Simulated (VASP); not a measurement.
Wanted: the native input for a VASP 6.6.1 run.

```
Task                   : single point
Functional             : PBE
Potentials or basis    : VASP PAW PBE potentials, release 64 (In_d, P)
Cutoff                 : 500 eV
k mesh                 : 4 × 4 × 4
Occupations            : gaussian, width 0.1 eV
Spin                   : no spin polarisation
Dipole correction      : no
Further INCAR settings : ALGO = Normal; EDIFF = 1e-06; NBANDS = 26
```

The structure of InP lies in POSCAR:

```
InP
1.0
    4.0501042810      0.0000000000      0.0000000000
    0.0000000000      4.0501042810      0.0000000000
    0.0000000000      0.0000000000      6.1525146352
In P
2 2
Direct
    0.0000000000      0.0000000000      0.0000000000
    0.5000000000      0.5000000000      0.5000000000
    1.0000000000      0.5000000000      0.2500000000
    0.5000000000      1.0000000000      0.7500000000
```

The input as run:

INCAR

```
  PREC = Accurate
  ENCUT = 500
  EDIFF = 1E-6
  ISMEAR = 0
  SIGMA = 0.1
  LREAL = False
  LASPH = True
  NELM = 120
  ALGO = Normal
  ISIF = 2
  LWAVE = False
  LCHARG = False
  GGA = PE
  NBANDS = 26
  GGA_COMPAT = False
```

KPOINTS

```
regular mesh
0
Gamma
  4 4 4
```

Potentials or basis: VASP PAW PBE potentials, release 64 (In_d, P).

Run with:

```sh
$ cat potpaw_PBE.64/In_d/POTCAR potpaw_PBE.64/P/POTCAR > POTCAR
$ mpirun -np 1 vasp_std > vasp.out
```

Results of the run:

| Quantity | Value |
| --- | --- |
| Pressure | 3.0 GPa |
| Band gap on the k mesh | 0.54 eV |

Caveat: the cell stands under pressure; semilocal functionals underestimate gaps, and a narrow one can read as zero; spin-orbit coupling is left out, which moves the levels of the heavy elements.

Run time: 53 s on 1 thread of Intel Xeon 8259CL (shared host), peak memory 0.21 GiB.
